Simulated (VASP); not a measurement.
# Ga (P-1) in VASP: single point with LDA

Aim: the single point of Ga with LDA.

All numbers are computed with VASP 6.6.1; they aren't measurements. Logs are shortened: lines on timing, memory, paths and dates and some standing lists are left out, and cuts for length are marked.

### Step 1. The cell of the first run

The typed cell holds 2 atoms: a = 4.257 Å, b = 4.257 Å, c = 3.332 Å, α = 90.66°, β = 90.66°, γ = 142.09°.

### Step 2. Single point, LDA (shortest bond scaled by 0.64)

The input, INCAR:

```
SYSTEM = Ga
PREC     = Accurate       ! precision mode
ENCUT    = 500            ! plane-wave cutoff, eV
EDIFF    = 1E-6           ! SCF threshold, eV
ISMEAR   = -1             ! smearing method
SIGMA    = 0.05           ! smearing width, eV
LREAL    = .FALSE.        ! projectors in reciprocal space
LASPH    = .TRUE.         ! aspherical terms in the spheres
NELM     = 120            ! most SCF steps
ALGO     = Normal         ! electronic algorithm
ISIF     = 2              ! what is computed and relaxed
LWAVE    = .FALSE.        ! write WAVECAR
LCHARG   = .FALSE.        ! write CHGCAR
NBANDS   = 20             ! bands
GGA_COMPAT= .FALSE.
```

The input, KPOINTS:

```
Automatic mesh
0
G
  11 11 9
  0 0 0
```

The input, POSCAR:

```
Ga
1.0
    1.3830000000     -4.0265000000      0.0000000000
    1.3830000000      4.0265000000      0.0000000000
   -0.1174474948      0.0000000000      3.3299294416
Ga
2
Direct
    0.9161600000      0.0838400000      0.1600000000
    0.0838400000      0.9161600000      0.8400000000
```

Potentials or basis: VASP PAW LDA potentials, release 64 (Ga_d).

Started as:

```bash
$ cat potpaw_LDA.64/Ga_d/POTCAR > POTCAR
$ mpirun -np 1 vasp_std > vasp.out
```

OUTCAR:

```text
SYSTEM = Ga
   PREC = Accurate
   ENCUT = 500
   EDIFF = 1E-6
   ISMEAR = -1
   LREAL = .FALSE.
   LASPH = .TRUE.
   NELM = 120
   ISIF = 2

 ion  position               nearest neighbor table
   1  0.916  0.084  0.160-   2 1.72   2 2.64
   2  0.084  0.916  0.840-   1 1.72   1 2.64

  LATTYP: Found a base centered monoclinic cell.
 ALAT       =     2.7660000000
 B/A-ratio  =     2.9114244396
 C/A-ratio  =     1.2046276211
 COS(beta)  =    -0.0352483478

  Lattice vectors:

 A1 = (   1.3830000000,  -4.0265000000,   0.0000000000)
 A2 = (   1.3830000000,   4.0265000000,   0.0000000000)
 A3 = (  -0.1174474948,   0.0000000000,   3.3299294416)

Analysis of symmetry for initial positions (statically):
=====================================================================
 Subroutine PRICEL returns:
 Original cell was already a primitive cell.

 Routine SETGRP: Setting up the symmetry group for a
 base centered monoclinic supercell.

 Subroutine GETGRP returns: Found  2 space group operations
 (whereof  2 operations were pure point group operations)
 out of a pool of  4 trial point group operations.

The static configuration has the point symmetry S_2 .

Analysis of symmetry for dynamics (positions and initial velocities):
=====================================================================
 Subroutine PRICEL returns:
 Original cell was already a primitive cell.

 Routine SETGRP: Setting up the symmetry group for a
 base centered monoclinic supercell.

 Subroutine GETGRP returns: Found  2 space group operations
 (whereof  2 operations were pure point group operations)
 out of a pool of  4 trial point group operations.

The dynamic configuration has the point symmetry S_2 .

 Subroutine INISYM returns: Found  2 space group operations
 (whereof  2 operations are pure point group operations),
 and found     1 'primitive' translations

----------------------------------------------------------------------------------------

                                     Primitive cell

  volume of cell :      37.0864

  direct lattice vectors                    reciprocal lattice vectors
     1.383000000 -4.026500000  0.000000000     0.361532899 -0.124177325  0.012751361
[... 78 lines left out ...]
   ISTART =      0    job   : 0-new  1-cont  2-samecut
   ICHARG =      2    charge: 1-file 2-atom 10-const
   ISPIN  =      1    spin polarized calculation?
   LNONCOLLINEAR =      F non collinear calculations
   LSORBIT =      F    spin-orbit coupling
   LASPH  =      T    aspherical Exc in radial PAW
   ENCUT  =  500.0 eV  36.75 Ry    6.06 a.u.   7.76  7.76  6.08*2*pi/ulx,y,z
   NELM   =    120;   NELMIN=  2; NELMDL= -5     # of ELM steps
   EDIFF  = 0.1E-05   stopping-criterion for ELM
   LREAL  =      F    real-space projection
   EDIFFG = 0.1E-04   stopping-criterion for IOM
   NSW    =      0    number of steps for IOM
   IBRION =     -1    ionic relax: 0-MD 1-quasi-New 2-CG
   NFREE  =      0    steps in history (QN), initial steepest desc. (CG)
   ISIF   =      2    stress and relaxation
   ISYM   =      2    0-nonsym 1-usesym 2-fastsym
   POTIM  = 0.5000    time-step for ionic-motion
   TEBEG  =    0.0;   TEEND  =   0.0 temperature during run
   PSTRESS=    0.0 pullay stress
   NELECT =      26.0000    total number of electrons
   NUPDOWN=      -1.0000    fix difference up-down
   EMIN   =  10.00;   EMAX   =-10.00  energy-range for DOS
   EFERMI =   0.00;   METHOD = LEGACY
   ISMEAR =    -1;   SIGMA  =   0.05  broadening in eV -4-tet -1-fermi 0-gaus
   EFERMI_NEDOS =   21; number of points for ismear=-14 and -15
   IALGO  =     38    algorithm
   IMIX   =      4    mixing-type and parameters
     AMIX     =   0.40;   BMIX     =  1.00
     AMIX_MAG =   1.60;   BMIX_MAG =  1.00
  volume/ion in A,a.u.               =      18.54       125.14
  Fermi-wavevector in a.u.,A,eV,Ry     =   1.454323  2.748273 28.777089  2.115056
  Thomas-Fermi vector in A             =   2.571487
   LORBIT       =      0    0 simple, 1 ext, 2 COOP (PROOUT), +10 PAW based schemes
   GGA     = CA    functional components
   LHFCALC =     F    Hartree Fock is set to
   AEXX    =    0.0000 exact exchange contribution
   IVDW    =     0    specifies the selected vdW correction
   LEPSILON=     F    determine dielectric tensor
   LRPA    =     F    only Hartree local field effects (RPA)
 non-spin polarized calculation
  energy-cutoff  :      500.00
  volume of cell :       37.09
 maximum number of plane-waves:       957
   NGX = 15   NGY = 15   NGZ = 13

 number of electron      26.0000005 magnetization

 Free energy of the ion-electron system (eV)
  ---------------------------------------------------
  ext. energy  EPLUGINS =         0.00000000
  ---------------------------------------------------
  free energy    TOTEN  =        -1.78388143 eV

  energy without entropy =       -1.77739545  energy(sigma->0) =       -1.78063844

 E-fermi :   5.3194     XC(G=0): -11.1504

 val. band max:        5.3072295263   @ k =  -0.4545   0.3636  -0.3333
 cond. band min:       5.3216361247   @ k =  -0.0909   0.0909   0.0000
 fundamental gap:      0.0144065984
 Fermi energy:         5.3194132910

 k-point     1 :       0.0000    0.0000    0.0000
  band No.  band energies     occupation
      1     -12.5950      2.00000
      2     -11.7516      2.00000
      3     -11.5254      2.00000
      4     -10.8759      2.00000
      5     -10.4619      2.00000
      6     -10.3824      2.00000
[... 541 lines left out ...]
     19      17.0122      0.00000
     20      19.3543      0.00000

 [... further k-points ...]

------------------------ aborting loop because EDIFF is reached ----------------------------------------

  FORCE on cell =-STRESS in cart. coord.  units (eV):
  Direction    XX          YY          ZZ          XY          YZ          ZX
  --------------------------------------------------------------------------------------
  -------------------------------------------------------------------------------------
  Total        0.1358961     21.4716698     13.2730789     -0.6405283     18.3736601     -0.4306036
  in kB        5.8708707    927.6016039    573.4127544    -27.6715833    793.7639128    -18.6025868
  external PRESSURE =     502.2950763 kB  Pullay stress =       0.0000000 kB

 VOLUME and BASIS-vectors are now :
 -----------------------------------------------------------------------------
  energy-cutoff  :      500.00
  volume of cell :       37.09
      direct lattice vectors                 reciprocal lattice vectors
     1.383000000 -4.026500000  0.000000000     0.361532899 -0.124177325  0.012751361
     1.383000000  4.026500000  0.000000000     0.361532899  0.124177325  0.012751361
    -0.117447495  0.000000000  3.329929442     0.000000000  0.000000000  0.300306663

 POSITION                                       TOTAL-FORCE (eV/Angst)
 -----------------------------------------------------------------------------------
      1.36421     -3.35134      0.53279        -0.501273     17.584789     13.090007
      1.28434      3.35134      2.79714         0.501273    -17.584789    -13.090007
 -----------------------------------------------------------------------------------
    total drift:                               -0.000000     -0.000000      0.000000

  FREE ENERGIE OF THE ION-ELECTRON SYSTEM (eV)
  ---------------------------------------------------
  free  energy   TOTEN  =        -1.7838814259 eV

  energy  without entropy=       -1.7773954478  energy(sigma->0) =       -1.78063844
```

stdout:

```text
POSCAR found type information on POSCAR Ga
 POSCAR found :  1 types and       2 ions
 scaLAPACK will be used
 LDA part: xc-table for (Slater(with rela. corr.)+CA(PZ))
 , standard interpolation
 POSCAR, INCAR and KPOINTS ok, starting setup
 FFT: planning ... GRIDC
 FFT: planning ... GRID_SOFT
 FFT: planning ... GRID
 WAVECAR not read
 entering main loop
```

Wall time 93 s (1 thread of Intel Xeon 6975P-C (Granite Rapids), shared host); peak memory 0.38 GiB.

Results:

```
Free energy            : -1.7839 eV
Pressure               : 50.2 GPa
Largest force          : 21.928 eV/Å
Band gap on the k mesh : zero (bands 13 and 14 overlap by 4.46 eV)
```

Forces on the atoms (eV/Å):
```
Ga   -0.501  17.585  13.090
Ga    0.501 -17.585 -13.090
```

Levels at points of the mesh, in eV from the Fermi level:
```
           k point  band 10  band 11  band 12  band 13  band 14  band 15  band 16  band 17
(0.00, 0.00, 0.00)   -15.05   -11.94    -1.67    -1.43     2.05     3.41     7.55    11.79
```

Caveat: the cell differs from its parent crystal (shortest bond scaled by 0.64); the stress differs along the axes, from 1 to 93 GPa; forces of over 1 eV/Å act on the atoms, so gaps and moduli don't describe the material at rest.
